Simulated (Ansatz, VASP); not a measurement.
## La2O3 in VASP and in Ansatz

Contents of POSCAR:

```
La2O3
1.0
    3.9351015413      0.0000000000      0.0000000000
   -1.9675507707      3.4078979012      0.0000000000
    0.0000000000      0.0000000000      6.1262271595
La O
2 3
Direct
    0.6666666667      0.3333333333      0.7538431652
    0.3333333333      0.6666666667      0.2461568348
    0.6666666667      0.3333333333      0.3538862902
    0.3333333333      0.6666666667      0.6461137098
    0.0000000000      0.0000000000      0.0000000000
```

File INCAR.step1:

```
ALGO = Normal
EDIFF = 1E-4
ENCUT = 520
GGA = PE
ISMEAR = 0
LASPH = True
LCHARG = False
LREAL = False
LWAVE = True
NBANDS = 28
NELM = 60
PREC = Accurate
SIGMA = 0.01
```

Contents of INCAR.step2:

```
ALGO = Normal
EDIFF = 1E-7
ENCUT = 520
ISIF = 2
ISMEAR = 0
ISTART = 1
LASPH = True
LCHARG = False
LMIXTAU = True
LREAL = False
LWAVE = False
METAGGA = R2SCAN
NBANDS = 28
NELM = 60
PREC = Accurate
SIGMA = 0.01
```

Contents of KPOINTS:

```
k-points
0
Gamma
  12 12 4
```

Input for Ansatz:

```yaml
crystal:
  lattice:
    - [3.9351015413, 0.0, 0.0]
    - [-1.9675507707, 3.4078979012, 0.0]
    - [0.0, 0.0, 6.1262271595]
  atoms:
    - { symbol: La, position: [0.6666666667, 0.3333333333, 0.7538431652] }
    - { symbol: La, position: [0.3333333333, 0.6666666667, 0.2461568348] }
    - { symbol: O, position: [0.6666666667, 0.3333333333, 0.3538862902] }
    - { symbol: O, position: [0.3333333333, 0.6666666667, 0.6461137098] }
    - { symbol: O, position: [0.0, 0.0, 0.0] }
kpoints:
  mp_grid: { grid: [12, 12, 4] }
  band_path:
    path:
      - [0.0, 0.0, 0.0]
      - [0.5, 0.0, 0.0]
      - [0.3333333333, 0.3333333333, 0.0]
      - [0.0, 0.0, 0.5]
      - [0.5, 0.0, 0.5]
      - [0.3333333333, 0.3333333333, 0.5]
      - [0.0, 0.5, 0.5]
      - [0.0, 0.5, 0.0]
    npoints: 1
hamiltonian:
  xc: r2scan
scf:
  occupations: { method: fixed }
  n_extra_bands: 5
output:
  forces: true
  stress: true
  eigenvalues: true
```

Alike in both runs: task single point; functional r2SCAN; k mesh 12 × 12 × 4; no spin polarisation.

```csv
,VASP,Ansatz
version,VASP 6.6.1,Ansatz 0.2.0
potentials or method,"VASP PAW PBE potentials, release 64 (La, O)","plane waves, PAW"
plane-wave cutoff (eV),520,500
occupations,"gaussian, width 0.01 eV",fixed
valence electrons in the cell,40,40
```

```csv
,VASP,Ansatz,Ansatz less VASP
gap on the k mesh at the Fermi level (eV),4.24,4.23,-0.015
pressure (GPa),-0.4,0.0,+0.45
"traceless stress, the component that is largest in VASP (GPa)",0.07,0.00,-0.079
rms of the force components (eV/Å),0.008,0.001,-0.0069
```

VASP's potentials were made for PBE, not for r2SCAN. Atom by atom the forces differ by 0.010 eV/Å (rms over components).

Spin-orbit coupling is off throughout.
